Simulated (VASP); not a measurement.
Set up this calculation in VASP 6.6.1, as the native input.

```yaml
Task: single point
Functional: PBEsol
Potentials_or_basis: VASP PAW PBE potentials, release 64 (Ta_pv)
Cutoff: 520 eV
k_mesh: 16 × 16 × 16
Occupations: gaussian, width 0.1 eV
Spin: no spin polarisation
Dipole_correction: no
Further_INCAR_settings: ALGO = Fast; EDIFF = 1e-07; NBANDS = 18
```

The structure of Ta lies in POSCAR:

```
Ta
1.0
    3.2804820868      0.0000000000      0.0000000000
    0.0000000000      3.2804820868      0.0000000000
    0.0000000000      0.0000000000      3.2804820868
Ta
2
Direct
    0.0000000000      0.0000000000      0.0000000000
    0.5000000000      0.5000000000      0.5000000000
```

The input as run:

INCAR

```
SYSTEM = Ta
PREC     = Accurate       ! precision mode
ENCUT    = 520            ! plane-wave cutoff, eV
EDIFF    = 1E-7           ! SCF threshold, eV
ISMEAR   = 0              ! smearing method
SIGMA    = 0.1            ! smearing width, eV
LREAL    = .FALSE.        ! projectors in reciprocal space
LASPH    = .TRUE.         ! aspherical terms in the spheres
NELM     = 100            ! most SCF steps
ALGO     = Fast           ! electronic algorithm
ISIF     = 2              ! what is computed and relaxed
LWAVE    = .FALSE.        ! write WAVECAR
LCHARG   = .FALSE.        ! write CHGCAR
GGA      = PS             ! functional
NBANDS   = 18             ! bands
```

KPOINTS

```
regular mesh
0
G
  16 16 16
  0 0 0
```

Potentials or basis: VASP PAW PBE potentials, release 64 (Ta_pv).

Command:

```sh
$ cat potpaw_PBE.64/Ta_pv/POTCAR > POTCAR
$ mpirun -np 1 vasp_std > vasp.out
```

Results of the run:

The pressure is 0.4 GPa and the band gap on the k mesh is zero (bands 11 and 12 overlap by 2.95 eV).

Caveat: the PAW data sets were made with another functional, which shifts forces and pressure a little; spin-orbit coupling is left out, which moves the levels of the heavy elements.

Run time: 2.9 min on 1 thread of Intel Xeon 8259CL, with other jobs on the host, peak memory 0.2 GiB.
